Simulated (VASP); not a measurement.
# InF3 (R-3c) in VASP: notebook

InF3 is run at these levels: LDA; tasks: single point.

Program: VASP 6.6.1. These are calculated values, not measurements. Logs are shortened: lines on timing, memory, paths and dates and some standing lists are left out, and cuts for length are marked.

## (1) The cell of the first run

The structure is trigonal, space group R-3c (No. 167). The conventional cell has a = 4.797 Å, b = 4.797 Å, c = 14.406 Å, α = 90.00°, β = 90.00°, γ = 120.00°. Within 2.7 Å of In (site symmetry -3) lie 6 F at 2.04 Å. Within 2.7 Å of F (site symmetry 2) lie 2 In at 2.04 Å and 2 F at 2.61 Å.

## (2) Single point, LDA (11.96 Å³/atom)

File INCAR:

```
SYSTEM = InF3
PREC     = Accurate       ! precision mode
ENCUT    = 1350           ! plane-wave cutoff, eV
EDIFF    = 1E-6           ! SCF threshold, eV
ISMEAR   = 0              ! smearing method
SIGMA    = 0.02           ! smearing width, eV
LREAL    = .False.        ! projectors in reciprocal space
LASPH    = .True.         ! aspherical terms in the spheres
NELM     = 120            ! most SCF steps
ALGO     = Normal         ! electronic algorithm
ISIF     = 2              ! what is computed and relaxed
LWAVE    = .False.        ! write WAVECAR
LCHARG   = .False.        ! write CHGCAR
NBANDS   = 44             ! bands
GGA_COMPAT= .False.
```

File KPOINTS:

```
Automatic mesh
0
Gamma
  6 6 6
  0 0 0
```

File POSCAR:

```
InF3
1.0
    2.3984001191      1.3847169544      4.8020011768
   -2.3984001191      1.3847169544      4.8020011768
    0.0000000000     -2.7694339088      4.8020011768
In F
2 6
Direct
    0.0000000000      0.0000000000      0.0000000000
    0.5000000000      0.5000000000      0.5000000000
    0.9358957686      0.5641042314      0.2500000000
    0.2500000000      0.9358957686      0.5641042314
    0.5641042314      0.2500000000      0.9358957686
    0.0641042314      0.4358957686      0.7500000000
    0.7500000000      0.0641042314      0.4358957686
    0.4358957686      0.7500000000      0.0641042314
```

Potentials or basis: VASP PAW LDA potentials, release 64 (In_d, F_h).

Launch:

```sh
$ cat potpaw_LDA.64/In_d/POTCAR potpaw_LDA.64/F_h/POTCAR > POTCAR
$ mpirun -np 1 vasp_std > vasp.out
```

OUTCAR:

```text
SYSTEM = InF3
   PREC = Accurate
   ENCUT = 1350
   EDIFF = 1E-6
   ISMEAR = 0
   LREAL = .False.
   LASPH = .True.
   NELM = 120
   ISIF = 2

 ion  position               nearest neighbor table
   1  0.000  0.000  0.000-   5 2.04   8 2.04   6 2.04   3 2.04   7 2.04   4 2.04   2 3.67   2 3.67
                             2 3.67   2 3.67   2 3.67   2 3.67
   2  0.500  0.500  0.500-   4 2.04   7 2.04   6 2.04   3 2.04   5 2.04   8 2.04   1 3.67   1 3.67
                             1 3.67   1 3.67   1 3.67   1 3.67
   3  0.936  0.564  0.250-   1 2.04   2 2.04
   4  0.250  0.936  0.564-   2 2.04   1 2.04
   5  0.564  0.250  0.936-   1 2.04   2 2.04
   6  0.064  0.436  0.750-   1 2.04   2 2.04
   7  0.750  0.064  0.436-   2 2.04   1 2.04
   8  0.436  0.750  0.064-   1 2.04   2 2.04

  LATTYP: Found a trigonal (rhomboedric) cell.
 ALAT       =     5.5433725725
 COS(alpha) =     0.6256092308

  Lattice vectors:

 A1 = (   2.3984001191,   1.3847169544,   4.8020011768)
 A2 = (  -2.3984001191,   1.3847169544,   4.8020011768)
 A3 = (   0.0000000000,  -2.7694339088,   4.8020011768)

Analysis of symmetry for initial positions (statically):
=====================================================================
 Subroutine PRICEL returns:
 Original cell was already a primitive cell.

 Routine SETGRP: Setting up the symmetry group for a
 trigonal (rhombohedral) supercell.

 Subroutine GETGRP returns: Found 12 space group operations
 (whereof  6 operations were pure point group operations)
 out of a pool of 12 trial point group operations.

The static configuration has the point symmetry S_6 .
 The point group associated with its full space group is D_3d.

Analysis of symmetry for dynamics (positions and initial velocities):
=====================================================================
 Subroutine PRICEL returns:
 Original cell was already a primitive cell.

 Routine SETGRP: Setting up the symmetry group for a
 trigonal (rhombohedral) supercell.

 Subroutine GETGRP returns: Found 12 space group operations
 (whereof  6 operations were pure point group operations)
 out of a pool of 12 trial point group operations.

The dynamic configuration has the point symmetry S_6 .
 The point group associated with its full space group is D_3d.

 Subroutine INISYM returns: Found 12 space group operations
 (whereof  6 operations are pure point group operations),
 and found     1 'primitive' translations

----------------------------------------------------------------------------------------

                                     Primitive cell

  volume of cell :      95.6877

  direct lattice vectors                    reciprocal lattice vectors
     2.398400119  1.384716954  4.802001177     0.208472305  0.120361541  0.069415504
    -2.398400119  1.384716954  4.802001177    -0.208472305  0.120361541  0.069415504
     0.000000000 -2.769433909  4.802001177     0.000000000 -0.240723082  0.069415504

  length of vectors
     5.543372572  5.543372572  5.543372572     0.250531664  0.250531664  0.250531664

  position of ions in fractional coordinates (direct lattice)
     0.000000000  0.000000000  0.000000000
     0.500000000  0.500000000  0.500000000
     0.935895769  0.564104231  0.250000000
     0.250000000  0.935895769  0.564104231
     0.564104231  0.250000000  0.935895769
     0.064104231  0.435895769  0.750000000
     0.750000000  0.064104231  0.435895769
     0.435895769  0.750000000  0.064104231

  ion indices of the primitive-cell ions
   primitive index   ion index
                 1           1
                 2           2
                 3           3
                 4           4
                 5           5
                 6           6
                 7           7
                 8           8

----------------------------------------------------------------------------------------

 KPOINTS: Automatic mesh

Automatic generation of k-mesh.
 Grid dimensions read from file:
 generate k-points for:    6    6    6

 Generating k-lattice:

  Cartesian coordinates                     Fractional coordinates (reciprocal lattice)
     0.034745384  0.020060257  0.011569251     0.166666667  0.000000000 -0.000000000
    -0.034745384  0.020060257  0.011569251     0.000000000  0.166666667 -0.000000000
     0.000000000 -0.040120514  0.011569251    -0.000000000 -0.000000000  0.166666667

  Length of vectors
     0.041755277  0.041755277  0.041755277

  Shift w.r.t. Gamma in fractional coordinates (k-lattice)
     0.000000000  0.000000000  0.000000000

 Subroutine IBZKPT returns following result:
 ===========================================

 Found     32 irreducible k-points:

 Following reciprocal coordinates:
            Coordinates               Weight
  0.000000  0.000000  0.000000      1.000000
  0.166667 -0.000000 -0.000000      6.000000
  0.333333 -0.000000 -0.000000      6.000000
  0.500000 -0.000000  0.000000      3.000000
  0.166667  0.166667 -0.000000      6.000000
  0.333333  0.166667  0.000000     12.000000
[... 16 lines left out ...]
  0.500000  0.500000  0.166667      6.000000
 -0.333333  0.500000  0.166667     12.000000
 [... further k-points ...]
   k-points           NKPTS =     32   k-points in BZ     NKDIM =     32   number of bands    NBANDS=     44
   number of dos      NEDOS =    301   number of ions     NIONS =      8
   total plane-waves  NPLWV = 343000
   dimension x,y,z NGX =    70 NGY =   70 NGZ =   70
   dimension x,y,z NGXF=   140 NGYF=  140 NGZF=  140
   ions per type =               2   6
   NGX,Y,Z   is equivalent  to a cutoff of  20.99, 20.99, 20.99 a.u.
   NGXF,Y,Z  is equivalent  to a cutoff of  41.99, 41.99, 41.99 a.u.
 SYSTEM =  InF3
   PREC   = accura    normal or accurate (medium, high low for compatibility)
   ISTART =      0    job   : 0-new  1-cont  2-samecut
   ICHARG =      2    charge: 1-file 2-atom 10-const
   ISPIN  =      1    spin polarized calculation?
   LNONCOLLINEAR =      F non collinear calculations
   LSORBIT =      F    spin-orbit coupling
   LASPH  =      T    aspherical Exc in radial PAW
   ENCUT  = 1350.0 eV  99.22 Ry    9.96 a.u.  16.61 16.61 16.61*2*pi/ulx,y,z
   NELM   =    120;   NELMIN=  2; NELMDL= -5     # of ELM steps
   EDIFF  = 0.1E-05   stopping-criterion for ELM
   LREAL  =      F    real-space projection
   EDIFFG = 0.1E-04   stopping-criterion for IOM
   NSW    =      0    number of steps for IOM
   IBRION =     -1    ionic relax: 0-MD 1-quasi-New 2-CG
   NFREE  =      0    steps in history (QN), initial steepest desc. (CG)
   ISIF   =      2    stress and relaxation
   ISYM   =      2    0-nonsym 1-usesym 2-fastsym
   POTIM  = 0.5000    time-step for ionic-motion
   TEBEG  =    0.0;   TEEND  =   0.0 temperature during run
   PSTRESS=    0.0 pullay stress
   NELECT =      68.0000    total number of electrons
   NUPDOWN=      -1.0000    fix difference up-down
   EMIN   =  10.00;   EMAX   =-10.00  energy-range for DOS
   EFERMI =   0.00;   METHOD = LEGACY
   ISMEAR =     0;   SIGMA  =   0.02  broadening in eV -4-tet -1-fermi 0-gaus
   EFERMI_NEDOS =   21; number of points for ismear=-14 and -15
   IALGO  =     38    algorithm
   IMIX   =      4    mixing-type and parameters
     AMIX     =   0.40;   BMIX     =  1.00
     AMIX_MAG =   1.60;   BMIX_MAG =  1.00
  volume/ion in A,a.u.               =      11.96        80.72
  Fermi-wavevector in a.u.,A,eV,Ry     =   1.460918  2.760734 29.038649  2.134281
  Thomas-Fermi vector in A             =   2.577311
   LORBIT       =      0    0 simple, 1 ext, 2 COOP (PROOUT), +10 PAW based schemes
   GGA     = CA    functional components
   LHFCALC =     F    Hartree Fock is set to
   AEXX    =    0.0000 exact exchange contribution
   IVDW    =     0    specifies the selected vdW correction
   LEPSILON=     F    determine dielectric tensor
   LRPA    =     F    only Hartree local field effects (RPA)
 non-spin polarized calculation
 Gauss-broadening in eV      SIGMA  =   0.02
  energy-cutoff  :     1350.00
  volume of cell :       95.69
 maximum number of plane-waves:     10810
 NGX is ok and might be reduce to    70
   NGX = 33   NGY = 33   NGZ = 33

 number of electron      68.0000007 magnetization

 Free energy of the ion-electron system (eV)
  ---------------------------------------------------
  ext. energy  EPLUGINS =         0.00000000
  ---------------------------------------------------
  free energy    TOTEN  =       -40.17880639 eV

  energy without entropy =      -40.17880639  energy(sigma->0) =      -40.17880639

 E-fermi :   1.4155     XC(G=0): -11.1463

 val. band max:        1.2435776885   @ k =   0.0000   0.0000   0.0000
 cond. band min:       5.5306239294   @ k =   0.0000   0.0000   0.0000
 fundamental gap:      4.2870462409
 Fermi energy:         1.4154896561

 k-point     1 :       0.0000    0.0000    0.0000
  band No.  band energies     occupation
      1     -19.4724      2.00000
      2     -18.7370      2.00000
      3     -18.7370      2.00000
      4     -18.6894      2.00000
      5     -18.3752      2.00000
      6     -18.3752      2.00000
[... 36 lines left out ...]
     43      15.8617      0.00000
     44      15.9331      0.00000

 k-point     2 :       0.1667   -0.0000   -0.0000
  band No.  band energies     occupation
      1     -19.3983      2.00000
      2     -18.7769      2.00000
      3     -18.7219      2.00000
      4     -18.6525      2.00000
      5     -18.4299      2.00000
      6     -18.4232      2.00000
[... 36 lines left out ...]
     43      16.1332      0.00000
     44      16.8994      0.00000

 k-point     3 :       0.3333   -0.0000   -0.0000
  band No.  band energies     occupation
      1     -19.2002      2.00000
      2     -18.8130      2.00000
      3     -18.6835      2.00000
      4     -18.6457      2.00000
      5     -18.5582      2.00000
      6     -18.5351      2.00000
[... 976 lines left out ...]
     43      16.0199      0.00000
     44      16.2228      0.00000

 k-point    24 :      -0.3333    0.5000    0.1667
  band No.  band energies     occupation
      1     -18.9401      2.00000
      2     -18.9040      2.00000
      3     -18.7777      2.00000
      4     -18.7102      2.00000
      5     -18.5613      2.00000
      6     -18.5493      2.00000
[... 36 lines left out ...]
     43      16.3843      0.00000
     44      16.7298      0.00000

 [... further k-points ...]

------------------------ aborting loop because EDIFF is reached ----------------------------------------

  FORCE on cell =-STRESS in cart. coord.  units (eV):
  Direction    XX          YY          ZZ          XY          YZ          ZX
  --------------------------------------------------------------------------------------
  -------------------------------------------------------------------------------------
  Total        4.6204548      4.6204548      4.6868746     -0.0000000     -0.0000000     -0.0000000
  in kB       77.3640414     77.3640414     78.4761628     -0.0000000     -0.0000000     -0.0000000
  external PRESSURE =      77.7347485 kB  Pullay stress =       0.0000000 kB

 VOLUME and BASIS-vectors are now :
 -----------------------------------------------------------------------------
  energy-cutoff  :     1350.00
  volume of cell :       95.69
      direct lattice vectors                 reciprocal lattice vectors
     2.398400119  1.384716954  4.802001177     0.208472305  0.120361541  0.069415504
    -2.398400119  1.384716954  4.802001177    -0.208472305  0.120361541  0.069415504
     0.000000000 -2.769433909  4.802001177     0.000000000 -0.240723082  0.069415504

 POSITION                                       TOTAL-FORCE (eV/Angst)
 -----------------------------------------------------------------------------------
      0.00000      0.00000      0.00000        -0.000000     -0.000000      0.000000
      0.00000      0.00000      7.20300        -0.000000     -0.000000      0.000000
      0.89170      1.38472      8.40350         0.061962     -0.000000     -0.000000
     -1.64505      0.07988      8.40350        -0.030981      0.053660      0.000000
      0.75335     -1.46460      8.40350        -0.030981     -0.053660      0.000000
     -0.89170     -1.38472      6.00250        -0.061962     -0.000000      0.000000
      1.64505     -0.07988      6.00250         0.030981     -0.053660      0.000000
     -0.75335      1.46460      6.00250         0.030981      0.053660      0.000000
 -----------------------------------------------------------------------------------
    total drift:                                0.000000     -0.000000      0.000000

  FREE ENERGIE OF THE ION-ELECTRON SYSTEM (eV)
  ---------------------------------------------------
  free  energy   TOTEN  =       -40.1788063864 eV

  energy  without entropy=      -40.1788063864  energy(sigma->0) =      -40.17880639
```

Wall time 11 min (1 thread of Intel Xeon Platinum 8488C (Sapphire Rapids), shared host); peak memory 0.77 GiB.

What came out:

* Free energy: -40.1788 eV
* Pressure: 7.8 GPa
* Largest force: 0.062 eV/Å
* Band gap on the k mesh: 4.29 eV

Forces in eV/Å, atoms in the order of the input:
```
In   0.000  0.000  0.000
In   0.000  0.000  0.000
F    0.062  0.000  0.000
F   -0.031  0.054  0.000
F   -0.031 -0.054  0.000
F   -0.062  0.000  0.000
F    0.031 -0.054  0.000
F    0.031  0.054  0.000
```

Stress tensor (GPa, compression positive):
```
7.74 0.00 0.00
0.00 7.74 0.00
0.00 0.00 7.85
```

Levels at points of the mesh, in eV from the valence-band top:
```csv
k point,band 31,band 32,band 33,band 34,band 35,band 36,band 37,band 38
"(0.00, 0.00, 0.00)",-0.28,-0.28,0.00,0.00,4.29,9.93,10.35,12.27
"(0.50, 0.00, 0.00)",-0.38,-0.38,-0.31,-0.31,7.22,7.22,11.47,11.47
"(0.50, 0.50, 0.00)",-0.39,-0.31,-0.16,-0.09,7.22,8.60,9.84,10.89
"(0.50, 0.50, 0.50)",-0.13,-0.13,-0.13,-0.13,6.79,6.79,12.39,12.39
```

Caveat: the cell stands under pressure; spin-orbit coupling is left out, which moves the levels of the heavy elements.

## (3) Single point, LDA (12.37 Å³/atom)

This run uses another cell than the first one, of 12.37 Å³/atom.

File INCAR:

```
PREC = Accurate
ENCUT = 1350
EDIFF = 1E-6
ISMEAR = 0
SIGMA = 0.02
LREAL = False
LASPH = True
NELM = 120
ALGO = Normal
ISIF = 2
LWAVE = False
LCHARG = False
GGA = CA
NBANDS = 44
GGA_COMPAT = False
```

File KPOINTS:

```
regular mesh
0
Gamma
  6 6 6
```

File POSCAR:

```
InF3
1.0
    2.4308697446      1.4034633014      4.8339358186
   -2.4308697446      1.4034633014      4.8339358186
    0.0000000000     -2.8069266028      4.8339358186
In F
2 6
Direct
    0.0000000000      0.0000000000      0.0000000000
    0.5000000000      0.5000000000      0.5000000000
    0.9289793621      0.5710206379      0.2500000000
    0.2500000000      0.9289793621      0.5710206379
    0.5710206379      0.2500000000      0.9289793621
    0.0710206379      0.4289793621      0.7500000000
    0.7500000000      0.0710206379      0.4289793621
    0.4289793621      0.7500000000      0.0710206379
```

Potentials or basis: VASP PAW LDA potentials, release 64 (In_d, F_h).

Launch:

```sh
$ cat potpaw_LDA.64/In_d/POTCAR potpaw_LDA.64/F_h/POTCAR > POTCAR
$ mpirun -np 1 vasp_std > vasp.out
```

It took 16 min on 1 thread of Intel Xeon Platinum 8259CL at 2.50GHz (Skylake/Cascade Lake), shared host; peak memory 0.78 GiB.

The run converged. Its results:

- Free energy: -40.3050 eV
- Pressure: 4.8 GPa
- Largest force: 0.056 eV/Å
- Band gap on the k mesh: 4.27 eV

Forces on the atoms (eV/Å):
```
In   0.000  0.000  0.000
In   0.000  0.000  0.000
F    0.056  0.000  0.000
F   -0.028  0.049  0.000
F   -0.028 -0.049  0.000
F   -0.056  0.000  0.000
F    0.028 -0.049  0.000
F    0.028  0.049  0.000
```

Stress tensor (GPa, compression positive):
```
4.72 0.00 0.00
0.00 4.72 0.00
0.00 0.00 4.94
```

Levels at points of the mesh, in eV from the valence-band top:
| k point | band 32 | band 33 | band 34 | band 35 | band 36 | band 37 |
| --- | --- | --- | --- | --- | --- | --- |
| (0.00, 0.00, 0.00) | -0.24 | 0.00 | 0.00 | 4.27 | 9.87 | 10.41 |
| (0.50, 0.00, 0.00) | -0.34 | -0.27 | -0.27 | 7.14 | 7.14 | 11.41 |
| (0.50, 0.50, 0.00) | -0.23 | -0.17 | -0.08 | 7.13 | 8.54 | 9.82 |
| (0.50, 0.50, 0.50) | -0.12 | -0.12 | -0.12 | 6.75 | 6.75 | 12.32 |

Caveat: the cell stands under pressure; spin-orbit coupling is left out, which moves the levels of the heavy elements.
